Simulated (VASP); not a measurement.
# Si (Fd-3m) in VASP: further runs

The runs below take Si through single point, with PBEsol.

All numbers are computed with VASP 6.6.1; they aren't measurements. Logs are shortened: lines on timing, memory, paths and dates and some standing lists are left out, and cuts for length are marked.

**1. The cell of the first run**

The structure is cubic, space group Fd-3m (No. 227). Conventional cell: a = 5.333 Å, b = 5.333 Å, c = 5.333 Å, α = 90.00°, β = 90.00°, γ = 90.00°. Within 3.1 Å of Si (site symmetry -43m) lie 4 Si at 2.31 Å.

**2. Single point, PBEsol (volume scaled by 0.94)**

INCAR reads:

```
SYSTEM = Si
PREC = Accurate
ENCUT = 520
EDIFF = 1E-7
ISMEAR = -1
SIGMA = 0.05
LREAL = .FALSE.
LASPH = .TRUE.
NELM = 80
ALGO = Normal
ISIF = 2
LWAVE = .FALSE.
LCHARG = .TRUE.
GGA = PS
LELF = .TRUE.
LVHAR = .TRUE.
NBANDS = 11
```

KPOINTS reads:

```
regular mesh
0
G
  8 8 8
  0 0 0
```

POSCAR reads:

```
Si
1.0
    0.0000000000      2.6662876123      2.6662876123
    2.6662876123      0.0000000000      2.6662876123
    2.6662876123      2.6662876123      0.0000000000
Si
2
Direct
    0.5000000000      0.5000000000      0.5000000000
    0.7500000000      0.7500000000      0.7500000000
```

Potentials or basis: VASP PAW PBE potentials, release 64 (Si).

Run with:

```sh
$ cat potpaw_PBE.64/Si/POTCAR > POTCAR
$ mpirun -np 1 vasp_std > vasp.out
```

OUTCAR:

```text
SYSTEM = Si
   PREC = Accurate
   ENCUT = 520
   EDIFF = 1E-7
   ISMEAR = -1
   LREAL = .FALSE.
   LASPH = .TRUE.
   NELM = 80
   ISIF = 2
   GGA = PS

 ion  position               nearest neighbor table
   1  0.500  0.500  0.500-   2 2.31   2 2.31   2 2.31   2 2.31
   2  0.750  0.750  0.750-   1 2.31   1 2.31   1 2.31   1 2.31

  LATTYP: Found a face centered cubic cell.
 ALAT       =     5.3325752246

  Lattice vectors:

 A1 = (   0.0000000000,   2.6662876123,   2.6662876123)
 A2 = (   2.6662876123,   0.0000000000,   2.6662876123)
 A3 = (   2.6662876123,   2.6662876123,   0.0000000000)

Analysis of symmetry for initial positions (statically):
=====================================================================
 Subroutine PRICEL returns:
 Original cell was already a primitive cell.

 Routine SETGRP: Setting up the symmetry group for a
 face centered cubic supercell.

 Subroutine GETGRP returns: Found 48 space group operations
 (whereof 24 operations were pure point group operations)
 out of a pool of 48 trial point group operations.

The static configuration has the point symmetry T_d .
 The point group associated with its full space group is O_h .

Analysis of symmetry for dynamics (positions and initial velocities):
=====================================================================
 Subroutine PRICEL returns:
 Original cell was already a primitive cell.

 Routine SETGRP: Setting up the symmetry group for a
 face centered cubic supercell.

 Subroutine GETGRP returns: Found 48 space group operations
 (whereof 24 operations were pure point group operations)
 out of a pool of 48 trial point group operations.

The dynamic configuration has the point symmetry T_d .
 The point group associated with its full space group is O_h .

 Subroutine INISYM returns: Found 48 space group operations
 (whereof 24 operations are pure point group operations),
 and found     1 'primitive' translations

----------------------------------------------------------------------------------------

                                     Primitive cell

  volume of cell :      37.9098

  direct lattice vectors                    reciprocal lattice vectors
     0.000000000  2.666287612  2.666287612    -0.187526656  0.187526656  0.187526656
     2.666287612  0.000000000  2.666287612     0.187526656 -0.187526656  0.187526656
     2.666287612  2.666287612  0.000000000     0.187526656  0.187526656 -0.187526656

  length of vectors
     3.770700103  3.770700103  3.770700103     0.324805696  0.324805696  0.324805696

  position of ions in fractional coordinates (direct lattice)
     0.500000000  0.500000000  0.500000000
     0.750000000  0.750000000  0.750000000

  ion indices of the primitive-cell ions
   primitive index   ion index
                 1           1
                 2           2

----------------------------------------------------------------------------------------

 KPOINTS: regular mesh

Automatic generation of k-mesh.
 Grid dimensions read from file:
 generate k-points for:    8    8    8

 Generating k-lattice:

  Cartesian coordinates                     Fractional coordinates (reciprocal lattice)
    -0.023440832  0.023440832  0.023440832     0.125000000  0.000000000  0.000000000
     0.023440832 -0.023440832  0.023440832     0.000000000  0.125000000  0.000000000
     0.023440832  0.023440832 -0.023440832     0.000000000  0.000000000  0.125000000

  Length of vectors
     0.040600712  0.040600712  0.040600712

  Shift w.r.t. Gamma in fractional coordinates (k-lattice)
     0.000000000  0.000000000  0.000000000

 Subroutine IBZKPT returns following result:
 ===========================================

 Found     29 irreducible k-points:

 Following reciprocal coordinates:
            Coordinates               Weight
  0.000000  0.000000  0.000000      1.000000
  0.125000  0.000000  0.000000      8.000000
  0.250000  0.000000  0.000000      8.000000
  0.375000  0.000000  0.000000      8.000000
  0.500000  0.000000  0.000000      4.000000
  0.125000  0.125000  0.000000      6.000000
[... 16 lines left out ...]
  0.500000  0.250000  0.125000     48.000000
 -0.375000  0.250000  0.125000     24.000000
 [... further k-points ...]
   k-points           NKPTS =     29   k-points in BZ     NKDIM =     29   number of bands    NBANDS=     11
   number of dos      NEDOS =    301   number of ions     NIONS =      2
   total plane-waves  NPLWV =  21952
   dimension x,y,z NGX =    28 NGY =   28 NGZ =   28
   dimension x,y,z NGXF=    56 NGYF=   56 NGZF=   56
   ions per type =               2
   NGX,Y,Z   is equivalent  to a cutoff of  12.34, 12.34, 12.34 a.u.
   NGXF,Y,Z  is equivalent  to a cutoff of  24.69, 24.69, 24.69 a.u.
 SYSTEM =  Si
   PREC   = accura    normal or accurate (medium, high low for compatibility)
   ISTART =      0    job   : 0-new  1-cont  2-samecut
   ICHARG =      2    charge: 1-file 2-atom 10-const
   ISPIN  =      1    spin polarized calculation?
   LNONCOLLINEAR =      F non collinear calculations
   LSORBIT =      F    spin-orbit coupling
   LASPH  =      T    aspherical Exc in radial PAW
   ENCUT  =  520.0 eV  38.22 Ry    6.18 a.u.   7.01  7.01  7.01*2*pi/ulx,y,z
   NELM   =     80;   NELMIN=  2; NELMDL= -5     # of ELM steps
   EDIFF  = 0.1E-06   stopping-criterion for ELM
   LREAL  =      F    real-space projection
   EDIFFG = 0.1E-05   stopping-criterion for IOM
   NSW    =      0    number of steps for IOM
   IBRION =     -1    ionic relax: 0-MD 1-quasi-New 2-CG
   NFREE  =      0    steps in history (QN), initial steepest desc. (CG)
   ISIF   =      2    stress and relaxation
   ISYM   =      2    0-nonsym 1-usesym 2-fastsym
   POTIM  = 0.5000    time-step for ionic-motion
   TEBEG  =    0.0;   TEEND  =   0.0 temperature during run
   PSTRESS=    0.0 pullay stress
   NELECT =       8.0000    total number of electrons
   NUPDOWN=      -1.0000    fix difference up-down
   EMIN   =  10.00;   EMAX   =-10.00  energy-range for DOS
   EFERMI =   0.00;   METHOD = LEGACY
   ISMEAR =    -1;   SIGMA  =   0.05  broadening in eV -4-tet -1-fermi 0-gaus
   EFERMI_NEDOS =   21; number of points for ismear=-14 and -15
   IALGO  =     38    algorithm
   IMIX   =      4    mixing-type and parameters
     AMIX     =   0.40;   BMIX     =  1.00
     AMIX_MAG =   1.60;   BMIX_MAG =  1.00
  volume/ion in A,a.u.               =      18.95       127.91
  Fermi-wavevector in a.u.,A,eV,Ry     =   0.974663  1.841846 12.925100  0.949968
  Thomas-Fermi vector in A             =   2.105141
   LORBIT       =      0    0 simple, 1 ext, 2 COOP (PROOUT), +10 PAW based schemes
   GGA     = PS    functional components
   LHFCALC =     F    Hartree Fock is set to
   AEXX    =    0.0000 exact exchange contribution
   IVDW    =     0    specifies the selected vdW correction
   LEPSILON=     F    determine dielectric tensor
   LRPA    =     F    only Hartree local field effects (RPA)
 non-spin polarized calculation
  energy-cutoff  :      520.00
  volume of cell :       37.91
 maximum number of plane-waves:      1036
   NGX = 13   NGY = 13   NGZ = 13

 number of electron       8.0000000 magnetization

 Free energy of the ion-electron system (eV)
  ---------------------------------------------------
  ext. energy  EPLUGINS =         0.00000000
  ---------------------------------------------------
  free energy    TOTEN  =       -11.44843108 eV

  energy without entropy =      -11.44826436  energy(sigma->0) =      -11.44834772

 E-fermi :   6.5410     XC(G=0):  -9.7641

 val. band max:        6.3599096856   @ k =   0.0000   0.0000   0.0000
 cond. band min:       6.7691855226   @ k =   0.3750   0.3750   0.0000
 fundamental gap:      0.4092758371
 Fermi energy:         6.5409818183

 k-point     1 :       0.0000    0.0000    0.0000
  band No.  band energies     occupation
      1      -6.0178      2.00000
      2       6.3599      1.94791
      3       6.3599      1.94791
      4       6.3599      1.94791
      5       8.8963      0.00000
      6       8.8963      0.00000
      7       8.8963      0.00000
      8      10.3198      0.00000
      9      14.0748      0.00000
     10      14.0748      0.00000
     11      14.2974      0.00000

 k-point     2 :       0.1250    0.0000    0.0000
  band No.  band energies     occupation
      1      -5.8030      2.00000
      2       4.7224      2.00000
      3       6.0508      1.99989
      4       6.0508      1.99989
      5       8.9459      0.00000
      6       9.3478      0.00000
      7       9.3478      0.00000
      8      11.5450      0.00000
      9      13.5473      0.00000
     10      13.5473      0.00000
     11      15.1322      0.00000

 k-point     3 :       0.2500    0.0000    0.0000
  band No.  band energies     occupation
      1      -5.1749      2.00000
      2       2.2980      2.00000
      3       5.5586      2.00000
      4       5.5586      2.00000
      5       8.5048      0.00000
      6       9.8578      0.00000
      7       9.8578      0.00000
      8      13.5124      0.00000
      9      13.5124      0.00000
     10      13.6541      0.00000
     11      15.3452      0.00000

 k-point     4 :       0.3750    0.0000    0.0000
  band No.  band energies     occupation
      1      -4.2234      2.00000
      2       0.1740      2.00000
      3       5.2222      2.00000
      4       5.2222      2.00000
      5       8.1457      0.00000
      6       9.7380      0.00000
      7       9.7380      0.00000
      8      14.1493      0.00000
      9      14.9998      0.00000
     10      14.9998      0.00000
     11      16.4365      0.00000
[... 239 lines left out ...]
 k-point    22 :       0.3750    0.2500    0.1250
  band No.  band energies     occupation
      1      -4.6170      2.00000
      2       2.0059      2.00000
      3       3.4511      2.00000
      4       4.8498      2.00000
      5       8.7453      0.00000
      6      10.3093      0.00000
      7      10.5137      0.00000
      8      11.9779      0.00000
      9      14.2878      0.00000
     10      17.0046      0.00000
     11      17.6250      0.00000

 k-point    23 :       0.5000    0.2500    0.1250
  band No.  band energies     occupation
      1      -3.6723      2.00000
      2       0.3557      2.00000
      3       2.8347      2.00000
      4       4.3017      2.00000
      5       9.1767      0.00000
      6       9.9020      0.00000
      7      11.4066      0.00000
      8      12.4039      0.00000
      9      15.5564      0.00000
     10      16.2886      0.00000
     11      18.4835      0.00000

 k-point    24 :      -0.3750    0.2500    0.1250
  band No.  band energies     occupation
      1      -2.9614      2.00000
      2      -0.6705      2.00000
      3       2.7156      2.00000
      4       4.0503      2.00000
      5       9.3545      0.00000
      6       9.4688      0.00000
      7      12.3773      0.00000
      8      13.5518      0.00000
      9      13.9201      0.00000
     10      17.0314      0.00000
     11      18.3831      0.00000

 [... further k-points ...]
[... 5 lines left out ...]
  --------------------------------------------------------------------------------------
  -------------------------------------------------------------------------------------
  Total        1.4421657      1.4421657      1.4421657     -0.0000000     -0.0000000     -0.0000000
  in kB       60.9501469     60.9501469     60.9501469     -0.0000000     -0.0000000     -0.0000000
  external PRESSURE =      60.9501469 kB  Pullay stress =       0.0000000 kB

 VOLUME and BASIS-vectors are now :
 -----------------------------------------------------------------------------
  energy-cutoff  :      520.00
  volume of cell :       37.91
      direct lattice vectors                 reciprocal lattice vectors
     0.000000000  2.666287612  2.666287612    -0.187526656  0.187526656  0.187526656
     2.666287612  0.000000000  2.666287612     0.187526656 -0.187526656  0.187526656
     2.666287612  2.666287612  0.000000000     0.187526656  0.187526656 -0.187526656

 POSITION                                       TOTAL-FORCE (eV/Angst)
 -----------------------------------------------------------------------------------
      2.66629      2.66629      2.66629        -0.000000      0.000000     -0.000000
      3.99943      3.99943      3.99943         0.000000     -0.000000      0.000000
 -----------------------------------------------------------------------------------
    total drift:                                0.000000      0.000000     -0.000000

  FREE ENERGIE OF THE ION-ELECTRON SYSTEM (eV)
  ---------------------------------------------------
  free  energy   TOTEN  =       -11.4484310825 eV

  energy  without entropy=      -11.4482643618  energy(sigma->0) =      -11.44834772
```

Run time: 13 s. Hardware: 1 thread of Intel Xeon Platinum 8488C (Sapphire Rapids), shared host; peak memory 0.14 GiB.

Results:

```
Free energy            : -11.4484 eV
Pressure               : 6.1 GPa
Band gap on the k mesh : 0.41 eV, indirect (least direct gap 2.54 eV)
```

Levels at points of the mesh, in eV from the valence-band top:
```
           k point  band 1  band 2  band 3  band 4  band 5  band 6  band 7  band 8  band 9
(0.00, 0.00, 0.00)  -12.38    0.00    0.00    0.00    2.54    2.54    2.54    3.96    7.71
(0.50, 0.00, 0.00)   -9.88   -7.28   -1.25   -1.25    1.66    3.24    3.24    7.58   10.65
(0.50, 0.50, 0.00)   -8.01   -8.01   -3.02   -3.02    0.47    0.47   10.54   10.54   11.11
```

Caveat: the PAW data sets were made with another functional, which shifts forces and pressure a little. A k mesh can miss the band edges.

**3. Single point, PBEsol (volume scaled by 0.96)**

INCAR reads:

```
PREC     = Accurate       # precision mode
ENCUT    = 520            # plane-wave cutoff, eV
EDIFF    = 1E-6           # SCF threshold, eV
ISMEAR   = -1             # smearing method
SIGMA    = 0.05           # smearing width, eV
LREAL    = F              # projectors in reciprocal space
LASPH    = T              # aspherical terms in the spheres
NELM     = 100            # most SCF steps
ALGO     = Normal         # electronic algorithm
ISIF     = 2              # what is computed and relaxed
LWAVE    = F              # write WAVECAR
LCHARG   = F              # write CHGCAR
GGA      = PS             # functional
NBANDS   = 11             # bands
```

KPOINTS reads:

```
Automatic mesh
0
Gamma
  8 8 8
```

POSCAR reads:

```
Si
1.0
    0.0000000000      2.6850649043      2.6850649043
    2.6850649043      0.0000000000      2.6850649043
    2.6850649043      2.6850649043      0.0000000000
Si
2
Direct
    0.5000000000      0.5000000000      0.5000000000
    0.7500000000      0.7500000000      0.7500000000
```

Potentials or basis: VASP PAW PBE potentials, release 64 (Si).

Run with:

```sh
$ cat potpaw_PBE.64/Si/POTCAR > POTCAR
$ mpirun -np 1 vasp_std > vasp.out
```

Wall time 7.1 s (1 thread of Intel Xeon Platinum 8488C (Sapphire Rapids), shared host); peak memory 0.15 GiB.

Results (log left out):

```
Free energy            : -11.4730 eV
Pressure               : 3.7 GPa
Band gap on the k mesh : 0.45 eV, indirect (least direct gap 2.53 eV)
```

Levels at points of the mesh, in eV from the valence-band top:
```
           k point  band 1  band 2  band 3  band 4  band 5  band 6  band 7  band 8
(0.00, 0.00, 0.00)  -12.23    0.00    0.00    0.00    2.53    2.53    2.53    3.71
(0.50, 0.00, 0.00)   -9.79   -7.18   -1.23   -1.23    1.58    3.25    3.25    7.55
(0.50, 0.50, 0.00)   -7.94   -7.94   -2.96   -2.96    0.52    0.52   10.35   10.35
```

Caveat: the PAW data sets were made with another functional, which shifts forces and pressure a little. A k mesh can miss the band edges.

**4. Single point, PBEsol (volume scaled by 0.98)**

Changes to INCAR since step 3:

```diff
@@ -11,4 +11,6 @@
 LWAVE    = F              # write WAVECAR
-LCHARG   = F              # write CHGCAR
+LCHARG   = T              # write CHGCAR
 GGA      = PS             # functional
+LELF     = T              # ELF
+LVHAR    = T            
 NBANDS   = 11             # bands
```

KPOINTS reads:

```
regular mesh
0
Gamma
  8 8 8
```

POSCAR reads:

```
Si
1.0
    0.0000000000      2.7035831784      2.7035831784
    2.7035831784      0.0000000000      2.7035831784
    2.7035831784      2.7035831784      0.0000000000
Si
2
Direct
    0.5000000000      0.5000000000      0.5000000000
    0.7500000000      0.7500000000      0.7500000000
```

Run with:

```sh
$ cat potpaw_PBE.64/Si/POTCAR > POTCAR
$ mpirun -np 1 vasp_std > vasp.out
```

Wall time 6.6 s (1 thread of Intel Xeon Platinum 8488C (Sapphire Rapids), shared host); peak memory 0.15 GiB.

The run converged. Its results:

| Quantity | Value |
| --- | --- |
| Free energy | -11.4861 eV |
| Pressure | 1.5 GPa |
| Band gap on the k mesh | 0.48 eV, indirect (least direct gap 2.52 eV) |

Levels at points of the mesh, in eV from the valence-band top:
```
           k point  band 1  band 2  band 3  band 4  band 5  band 6  band 7  band 8  band 9
(0.00, 0.00, 0.00)  -12.08    0.00    0.00    0.00    2.52    2.52    2.52    3.47    7.69
(0.50, 0.00, 0.00)   -9.70   -7.08   -1.22   -1.22    1.51    3.27    3.27    7.53   10.54
(0.50, 0.50, 0.00)   -7.87   -7.87   -2.91   -2.91    0.56    0.56   10.18   10.18   10.97
```

Caveat: the PAW data sets were made with another functional, which shifts forces and pressure a little. A k mesh can miss the band edges.

(Part 1 of 3 ends here.)
